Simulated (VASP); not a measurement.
# HfN (Immm) in VASP: notebook

The runs below take HfN through single point, with PBEsol.

All numbers are computed with VASP 6.6.1; they aren't measurements. Logs are shortened: lines on timing, memory, paths and dates and some standing lists are left out, and cuts for length are marked.

### Step 1. The cell of the first run

The structure is orthorhombic, space group Immm (No. 71). The conventional cell has a = 3.099 Å, b = 3.291 Å, c = 4.518 Å, α = 90.00°, β = 90.00°, γ = 90.00°. Within 3.3 Å of Hf (site symmetry mmm) lie 6 N at 2.26 Å and 12 Hf at 3.10 to 3.29 Å. N (site symmetry mmm) has 6 Hf at 2.26 Å and 12 N at 3.10 to 3.29 Å within 3.3 Å.

### Step 2. Single point, PBEsol (strain -0.0600 x Voigt [0, 0, 0, 1, 0, 0])

File INCAR:

```
SYSTEM = HfN
PREC     = Accurate       ! precision mode
ENCUT    = 520            ! plane-wave cutoff, eV
EDIFF    = 1E-6           ! SCF threshold, eV
ISMEAR   = 0              ! smearing method
SIGMA    = 0.15           ! smearing width, eV
LREAL    = .False.        ! projectors in reciprocal space
LASPH    = .True.         ! aspherical terms in the spheres
NELM     = 100            ! most SCF steps
ALGO     = Normal         ! electronic algorithm
ISIF     = 2              ! what is computed and relaxed
LWAVE    = .False.        ! write WAVECAR
LCHARG   = .True.         ! write CHGCAR
GGA      = PS             ! functional
LELF     = .True.         ! ELF
LVHAR    = .True.       
NBANDS   = 14             ! bands
```

File KPOINTS:

```
regular mesh
0
Gamma
  18 18 18
  0 0 0
```

File POSCAR:

```
HfN
1.0
    0.0000000000      2.1912300000      2.1912300000
    2.2590000000     -0.0677700000      2.2590000000
    2.2590000000      2.2590000000     -0.0677700000
Hf N
1 1
Direct
    0.0000000000      0.0000000000      0.0000000000
    0.5000000000      0.5000000000      0.5000000000
```

Potentials or basis: VASP PAW PBE potentials, release 64 (Hf_pv, N).

Command:

```bash
$ cat potpaw_PBE.64/Hf_pv/POTCAR potpaw_PBE.64/N/POTCAR > POTCAR
$ mpirun -np 1 vasp_std > vasp.out
```

OUTCAR:

```text
SYSTEM = HfN
   PREC = Accurate
   ENCUT = 520
   EDIFF = 1E-6
   ISMEAR = 0
   LREAL = .False.
   LASPH = .True.
   NELM = 100
   ISIF = 2
   GGA = PS

 ion  position               nearest neighbor table
   1  0.000  0.000  0.000-   2 2.26   2 2.26   2 2.26   2 2.26   2 2.26   2 2.26
   2  0.500  0.500  0.500-   1 2.26   1 2.26   1 2.26   1 2.26   1 2.26   1 2.26

  LATTYP: Found a body centered orthorhombic cell.
 ALAT       =     3.0988671843
 B/A-ratio  =     1.0618556701
 C/A-ratio  =     1.4579521262

  Lattice vectors:

 A1 = (  -2.2590000000,   0.0677700000,  -2.2590000000)
 A2 = (  -2.2590000000,  -0.0677700000,   2.2590000000)
 A3 = (   2.2590000000,   2.2590000000,  -0.0677700000)

Analysis of symmetry for initial positions (statically):
=====================================================================
 Subroutine PRICEL returns:
 Original cell was already a primitive cell.

 Routine SETGRP: Setting up the symmetry group for a
 body centered orthorhombic supercell.

 Subroutine GETGRP returns: Found  8 space group operations
 (whereof  8 operations were pure point group operations)
 out of a pool of  8 trial point group operations.

The static configuration has the point symmetry D_2h.

Analysis of symmetry for dynamics (positions and initial velocities):
=====================================================================
 Subroutine PRICEL returns:
 Original cell was already a primitive cell.

 Routine SETGRP: Setting up the symmetry group for a
 body centered orthorhombic supercell.

 Subroutine GETGRP returns: Found  8 space group operations
 (whereof  8 operations were pure point group operations)
 out of a pool of  8 trial point group operations.

The dynamic configuration has the point symmetry D_2h.

 Subroutine INISYM returns: Found  8 space group operations
 (whereof  8 operations are pure point group operations),
 and found     1 'primitive' translations

----------------------------------------------------------------------------------------

                                     Primitive cell

  volume of cell :      23.0350

  direct lattice vectors                    reciprocal lattice vectors
     0.000000000  2.191230000  2.191230000    -0.221336875  0.228182345  0.228182345
     2.259000000 -0.067770000  2.259000000     0.221336875 -0.214890170  0.214890170
     2.259000000  2.259000000 -0.067770000     0.221336875  0.214890170 -0.214890170

  length of vectors
     3.098867184  3.195427166  3.195427166     0.391311100  0.375959549  0.375959549

  position of ions in fractional coordinates (direct lattice)
     0.000000000  0.000000000  0.000000000
     0.500000000  0.500000000  0.500000000

  ion indices of the primitive-cell ions
   primitive index   ion index
                 1           1
                 2           2

----------------------------------------------------------------------------------------

 KPOINTS: regular mesh

Automatic generation of k-mesh.
 Grid dimensions read from file:
 generate k-points for:   18   18   18

 Generating k-lattice:

  Cartesian coordinates                     Fractional coordinates (reciprocal lattice)
    -0.012296493  0.012676797  0.012676797     0.055555556 -0.000000000 -0.000000000
     0.012296493 -0.011938343  0.011938343     0.000000000  0.055555556  0.000000000
     0.012296493  0.011938343 -0.011938343     0.000000000  0.000000000  0.055555556

  Length of vectors
     0.021739506  0.020886642  0.020886642

  Shift w.r.t. Gamma in fractional coordinates (k-lattice)
     0.000000000  0.000000000  0.000000000

 Subroutine IBZKPT returns following result:
 ===========================================

 Found    865 irreducible k-points:

 Following reciprocal coordinates:
            Coordinates               Weight
  0.000000  0.000000  0.000000      1.000000
  0.055556  0.000000 -0.000000      4.000000
  0.111111  0.000000 -0.000000      4.000000
  0.166667  0.000000  0.000000      4.000000
  0.222222  0.000000  0.000000      4.000000
  0.277778  0.000000  0.000000      4.000000
[... 16 lines left out ...]
 -0.333333  0.055556 -0.000000      8.000000
 -0.277778  0.055556 -0.000000      8.000000
 [... further k-points ...]
   k-points           NKPTS =    865   k-points in BZ     NKDIM =    865   number of bands    NBANDS=     14
   number of dos      NEDOS =    301   number of ions     NIONS =      2
   total plane-waves  NPLWV =  13824
   dimension x,y,z NGX =    24 NGY =   24 NGZ =   24
   dimension x,y,z NGXF=    48 NGYF=   48 NGZF=   48
   ions per type =               1   1
   NGX,Y,Z   is equivalent  to a cutoff of  12.88, 12.49, 12.49 a.u.
   NGXF,Y,Z  is equivalent  to a cutoff of  25.75, 24.97, 24.97 a.u.
 SYSTEM =  HfN
   PREC   = accura    normal or accurate (medium, high low for compatibility)
   ISTART =      0    job   : 0-new  1-cont  2-samecut
   ICHARG =      2    charge: 1-file 2-atom 10-const
   ISPIN  =      1    spin polarized calculation?
   LNONCOLLINEAR =      F non collinear calculations
   LSORBIT =      F    spin-orbit coupling
   LASPH  =      T    aspherical Exc in radial PAW
   ENCUT  =  520.0 eV  38.22 Ry    6.18 a.u.   5.76  5.94  5.94*2*pi/ulx,y,z
   NELM   =    100;   NELMIN=  2; NELMDL= -5     # of ELM steps
   EDIFF  = 0.1E-05   stopping-criterion for ELM
   LREAL  =      F    real-space projection
   EDIFFG = 0.1E-04   stopping-criterion for IOM
   NSW    =      0    number of steps for IOM
   IBRION =     -1    ionic relax: 0-MD 1-quasi-New 2-CG
   NFREE  =      0    steps in history (QN), initial steepest desc. (CG)
   ISIF   =      2    stress and relaxation
   ISYM   =      2    0-nonsym 1-usesym 2-fastsym
   POTIM  = 0.5000    time-step for ionic-motion
   TEBEG  =    0.0;   TEEND  =   0.0 temperature during run
   PSTRESS=    0.0 pullay stress
   NELECT =      15.0000    total number of electrons
   NUPDOWN=      -1.0000    fix difference up-down
   EMIN   =  10.00;   EMAX   =-10.00  energy-range for DOS
   EFERMI =   0.00;   METHOD = LEGACY
   ISMEAR =     0;   SIGMA  =   0.15  broadening in eV -4-tet -1-fermi 0-gaus
   EFERMI_NEDOS =   21; number of points for ismear=-14 and -15
   IALGO  =     38    algorithm
   IMIX   =      4    mixing-type and parameters
     AMIX     =   0.40;   BMIX     =  1.00
     AMIX_MAG =   1.60;   BMIX_MAG =  1.00
  volume/ion in A,a.u.               =      11.52        77.72
  Fermi-wavevector in a.u.,A,eV,Ry     =   1.418979  2.681482 27.395358  2.013502
  Thomas-Fermi vector in A             =   2.540048
   LORBIT       =      0    0 simple, 1 ext, 2 COOP (PROOUT), +10 PAW based schemes
   GGA     = PS    functional components
   LHFCALC =     F    Hartree Fock is set to
   AEXX    =    0.0000 exact exchange contribution
   IVDW    =     0    specifies the selected vdW correction
   LEPSILON=     F    determine dielectric tensor
   LRPA    =     F    only Hartree local field effects (RPA)
 non-spin polarized calculation
 Gauss-broadening in eV      SIGMA  =   0.15
  energy-cutoff  :      520.00
  volume of cell :       23.03
 maximum number of plane-waves:       640
   NGX = 11   NGY = 11   NGZ = 11

 number of electron      15.0000001 magnetization

 Free energy of the ion-electron system (eV)
  ---------------------------------------------------
  ext. energy  EPLUGINS =         0.00000000
  ---------------------------------------------------
  free energy    TOTEN  =       -22.95776657 eV

  energy without entropy =      -22.95081487  energy(sigma->0) =      -22.95429072

 E-fermi :   8.1740     XC(G=0): -12.8992

 val. band max:        8.1653328675   @ k =  -0.4444   0.3333   0.1667
 cond. band min:       8.1780228140   @ k =  -0.2222   0.5000   0.0556
 fundamental gap:      0.0126899465
 Fermi energy:         8.1739827377

 k-point     1 :       0.0000    0.0000    0.0000
  band No.  band energies     occupation
      1     -22.8920      2.00000
      2     -22.8606      2.00000
      3     -22.8120      2.00000
      4      -9.2315      2.00000
      5       5.0851      2.00000
      6       5.2183      2.00000
      7       5.4105      2.00000
      8       7.3769      2.00000
      9       7.6740      2.00000
     10       8.3242      0.15677
     11      10.0874      0.00000
     12      10.1982      0.00000
     13      10.2508      0.00000
     14      17.7825      0.00000

 k-point     2 :       0.0556    0.0000   -0.0000
  band No.  band energies     occupation
      1     -22.8944      2.00000
      2     -22.8774      2.00000
      3     -22.8336      2.00000
      4      -9.1569      2.00000
      5       4.8757      2.00000
      6       4.9776      2.00000
      7       5.1461      2.00000
      8       7.4953      2.00000
      9       7.7620      1.99990
     10       8.3730      0.06067
     11      10.3303      0.00000
     12      10.4540      0.00000
     13      10.5191      0.00000
     14      18.0633      0.00000

 k-point     3 :       0.1111    0.0000   -0.0000
  band No.  band energies     occupation
      1     -22.9624      2.00000
      2     -22.9015      2.00000
      3     -22.8577      2.00000
      4      -8.9407      2.00000
      5       4.2654      2.00000
      6       4.3765      2.00000
      7       4.6368      2.00000
      8       7.8043      1.99951
      9       7.9823      1.92926
     10       8.5097      0.00155
     11      10.9647      0.00000
     12      11.1314      0.00000
     13      11.2040      0.00000
     14      18.8480      0.00000
[... 324 lines left out ...]
 k-point    23 :      -0.3333    0.0556   -0.0000
  band No.  band energies     occupation
      1     -23.6534      2.00000
      2     -22.9869      2.00000
      3     -22.9380      2.00000
      4      -7.0956      2.00000
      5       0.3836      2.00000
      6       2.2111      2.00000
      7       2.4930      2.00000
      8       9.5476      0.00000
      9      10.6197      0.00000
     10      11.1954      0.00000
     11      13.7620      0.00000
     12      15.1607      0.00000
     13      16.0192      0.00000
     14      20.3821      0.00000

 k-point    24 :      -0.2778    0.0556   -0.0000
  band No.  band energies     occupation
      1     -23.5046      2.00000
      2     -22.9748      2.00000
      3     -22.9170      2.00000
      4      -7.5394      2.00000
      5       1.1064      2.00000
      6       2.5817      2.00000
      7       2.8718      2.00000
      8       8.9518      0.00000
      9       9.8190      0.00000
     10      10.5791      0.00000
     11      13.2735      0.00000
     12      14.3330      0.00000
     13      15.0795      0.00000
     14      20.4349      0.00000

 [... further k-points ...]
[... 5 lines left out ...]
  --------------------------------------------------------------------------------------
  -------------------------------------------------------------------------------------
  Total       -0.7645165     -0.6673778     -0.6673778      0.0000000      1.0891125      0.0000000
  in kB      -53.1752846    -46.4188811    -46.4188811      0.0000000     75.7522765      0.0000000
  external PRESSURE =     -48.6710156 kB  Pullay stress =       0.0000000 kB

 VOLUME and BASIS-vectors are now :
 -----------------------------------------------------------------------------
  energy-cutoff  :      520.00
  volume of cell :       23.03
      direct lattice vectors                 reciprocal lattice vectors
     0.000000000  2.191230000  2.191230000    -0.221336875  0.228182345  0.228182345
     2.259000000 -0.067770000  2.259000000     0.221336875 -0.214890170  0.214890170
     2.259000000  2.259000000 -0.067770000     0.221336875  0.214890170 -0.214890170

 POSITION                                       TOTAL-FORCE (eV/Angst)
 -----------------------------------------------------------------------------------
      0.00000      0.00000      0.00000         0.000000     -0.000000     -0.000000
      2.25900      2.19123      2.19123         0.000000      0.000000      0.000000
 -----------------------------------------------------------------------------------
    total drift:                                0.000000     -0.000000     -0.000000

  FREE ENERGIE OF THE ION-ELECTRON SYSTEM (eV)
  ---------------------------------------------------
  free  energy   TOTEN  =       -22.9577665723 eV

  energy  without entropy=      -22.9508148720  energy(sigma->0) =      -22.95429072
```

Wall time 5.6 min (1 thread of Intel Xeon 8259CL, shared host); peak memory 0.39 GiB.

What came out:

| Property | Result |
| --- | --- |
| Free energy | -22.9578 eV |
| Pressure | -4.9 GPa |
| Band gap on the k mesh | zero (an odd number of electrons rules out a gap without spin polarisation) |

Levels at points of the mesh, in eV from the Fermi level:
```csv
k point,band 5,band 6,band 7,band 8,band 9,band 10
"(0.00, 0.00, 0.00)",-3.09,-2.96,-2.76,-0.80,-0.50,0.15
"(0.50, 0.00, 0.00)",-8.83,-6.50,-6.10,3.15,3.58,4.38
"(0.00, 0.50, 0.00)",-8.91,-6.17,-5.73,2.66,3.74,3.95
"(0.50, 0.50, 0.00)",-5.36,-3.81,-3.62,-3.61,4.02,5.28
"(0.00, 0.50, 0.50)",-5.36,-3.83,-3.83,-3.37,4.16,5.57
```

Caveat: the cell differs from its parent crystal (strain -0.0600 x Voigt [0, 0, 0, 1, 0, 0]); the cell stands under tension; the PAW data sets were made with another functional, which shifts forces and pressure a little; spin-orbit coupling is left out, which moves the levels of the heavy elements.

### Step 3. Single point, PBEsol (strain +0.0525 x Voigt [0, 0, 0, 1, 0, 0])

File INCAR:

```
PREC = Accurate
ENCUT = 520
EDIFF = 1E-6
ISMEAR = 0
SIGMA = 0.15
LREAL = False
LASPH = True
NELM = 100
ALGO = Normal
ISIF = 2
LWAVE = False
LCHARG = False
GGA = PS
NBANDS = 14
```

File KPOINTS:

```
Automatic mesh
0
Gamma
  18 18 18
```

File POSCAR:

```
HfN
1.0
    0.0000000000      2.3182987500      2.3182987500
    2.2590000000      0.0592987500      2.2590000000
    2.2590000000      2.2590000000      0.0592987500
Hf N
1 1
Direct
    0.0000000000      0.0000000000      0.0000000000
    0.5000000000      0.5000000000      0.5000000000
```

Potentials or basis: VASP PAW PBE potentials, release 64 (Hf_pv, N).

Command:

```bash
$ cat potpaw_PBE.64/Hf_pv/POTCAR potpaw_PBE.64/N/POTCAR > POTCAR
$ mpirun -np 1 vasp_std > vasp.out
```

OUTCAR:

```text
PREC = Accurate
   ENCUT = 520
   EDIFF = 1E-6
   ISMEAR = 0
   LREAL = False
   LASPH = True
   NELM = 100
   ISIF = 2
   GGA = PS

 ion  position               nearest neighbor table
   1  0.000  0.000  0.000-   2 2.26   2 2.26   2 2.26   2 2.26   2 2.26   2 2.26
   2  0.500  0.500  0.500-   1 2.26   1 2.26   1 2.26   1 2.26   1 2.26   1 2.26

  LATTYP: Found a body centered orthorhombic cell.
 ALAT       =     3.1108473409
 B/A-ratio  =     1.0539152760
 C/A-ratio  =     1.4523374196

  Lattice vectors:

[... 586 lines left out ...]
      9       9.6231      0.00000
     10      10.8832      0.00000
     11      12.9218      0.00000
     12      14.1870      0.00000
     13      14.9390      0.00000
     14      20.4151      0.00000

 [... further k-points ...]
[... 5 lines left out ...]
  --------------------------------------------------------------------------------------
  -------------------------------------------------------------------------------------
  Total       -0.7566229     -0.6873461     -0.6873461     -0.0000000     -0.9440123      0.0000000
  in kB      -52.6151436    -47.7976678    -47.7976678     -0.0000000    -65.6460931      0.0000000
  external PRESSURE =     -49.4034931 kB  Pullay stress =       0.0000000 kB

 VOLUME and BASIS-vectors are now :
 -----------------------------------------------------------------------------
  energy-cutoff  :      520.00
  volume of cell :       23.04
      direct lattice vectors                 reciprocal lattice vectors
     0.000000000  2.318298750  2.318298750    -0.221336875  0.215675396  0.215675396
     2.259000000  0.059298750  2.259000000     0.221336875 -0.227303594  0.227303594
     2.259000000  2.259000000  0.059298750     0.221336875  0.227303594 -0.227303594

 POSITION                                       TOTAL-FORCE (eV/Angst)
 -----------------------------------------------------------------------------------
      0.00000      0.00000      0.00000         0.000000      0.000000      0.000000
      2.25900      2.31830      2.31830        -0.000000     -0.000000     -0.000000
 -----------------------------------------------------------------------------------
    total drift:                                0.000000     -0.000000     -0.000000

  FREE ENERGIE OF THE ION-ELECTRON SYSTEM (eV)
  ---------------------------------------------------
  free  energy   TOTEN  =       -22.9652531202 eV

  energy  without entropy=      -22.9582454186  energy(sigma->0) =      -22.96174927
```

stdout:

```text
POSCAR found type information on POSCAR HfN
 POSCAR found :  2 types and       2 ions
 scaLAPACK will be used
 -----------------------------------------------------------------------------
|                                                                             |
|                                                                             |
|     You enforced a specific xc type in the INCAR file but a different       |
|     I HOPE YOU KNOW WHAT YOU ARE DOING!                                     |
|                                                                             |
 -----------------------------------------------------------------------------

 LDA part: xc-table for (Slater+PW92), standard interpolation
 POSCAR, INCAR and KPOINTS ok, starting setup
 FFT: planning ... GRIDC
 FFT: planning ... GRID_SOFT
 FFT: planning ... GRID
 WAVECAR not read
 entering main loop
```

Wall time 5.2 min (1 thread of Intel Xeon 8259CL, shared host); peak memory 0.39 GiB.

Results:

```yaml
Free_energy: -22.9653 eV
Pressure: -4.9 GPa
Band_gap_on_the_k_mesh: zero (an odd number of electrons rules out a gap without spin polarisation)
```

Levels at points of the mesh, in eV from the Fermi level:
```
           k point  band 5  band 6  band 7  band 8  band 9  band 10  band 11  band 12
(0.00, 0.00, 0.00)   -3.08   -2.96   -2.79   -0.75   -0.47     0.08     1.90     2.01
(0.50, 0.00, 0.00)   -8.91   -6.18   -5.79    2.76    3.71     3.91     4.53     8.69
(0.00, 0.50, 0.00)   -8.84   -6.46   -6.11    3.18    3.59     4.38     4.45     8.97
(0.50, 0.50, 0.00)   -5.37   -3.82   -3.63   -3.62    4.04     5.31     5.55     5.83
(0.00, 0.50, 0.50)   -5.36   -3.83   -3.81   -3.41    4.15     5.57     5.60     5.66
```

Caveat: the cell differs from its parent crystal (strain +0.0525 x Voigt [0, 0, 0, 1, 0, 0]); the cell stands under tension; the PAW data sets were made with another functional, which shifts forces and pressure a little; spin-orbit coupling is left out, which moves the levels of the heavy elements.
